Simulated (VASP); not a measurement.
Here is a VASP 6.6.1 calculation.

File POSCAR:

```
Sb
1.0
    3.1600000000      0.0000000000      0.0000000000
    0.0000000000      3.1600000000      0.0000000000
    0.0000000000      0.0000000000      3.1600000000
Sb
1
Direct
    0.0000000000      0.0000000000      0.0000000000
```

File INCAR.step1:

```
SYSTEM = Sb
ALGO = Normal
EDIFF = 1E-4
ENCUT = 520
GGA = PE
ISMEAR = -1
LASPH = .True.
LCHARG = .False.
LREAL = .False.
LWAVE = .True.
NBANDS = 8
NELM = 100
PREC = Accurate
SIGMA = 0.05
```

File INCAR.step2:

```
SYSTEM = Sb
ALGO = Normal
EDIFF = 1E-6
ENCUT = 520
ISIF = 2
ISMEAR = -1
ISTART = 1
LASPH = .True.
LCHARG = .False.
LMIXTAU = .True.
LREAL = .False.
LWAVE = .False.
METAGGA = R2SCAN
NBANDS = 8
NELM = 100
PREC = Accurate
SIGMA = 0.05
```

File KPOINTS:

```
k-points
0
Gamma
  7 7 7
  0 0 0
```

Potentials or basis: VASP PAW PBE potentials, release 64 (Sb).

Launch:

```sh
$ cat potpaw_PBE.64/Sb/POTCAR > POTCAR
$ cp INCAR.step1 INCAR
$ mpirun -np 1 vasp_std > vasp.out
$ cp INCAR.step2 INCAR
$ mpirun -np 1 vasp_std > vasp.out
```

Estimate the pressure.

-3.7 GPa.

Caveat: the PAW data sets were made with another functional, which shifts forces and pressure a little.
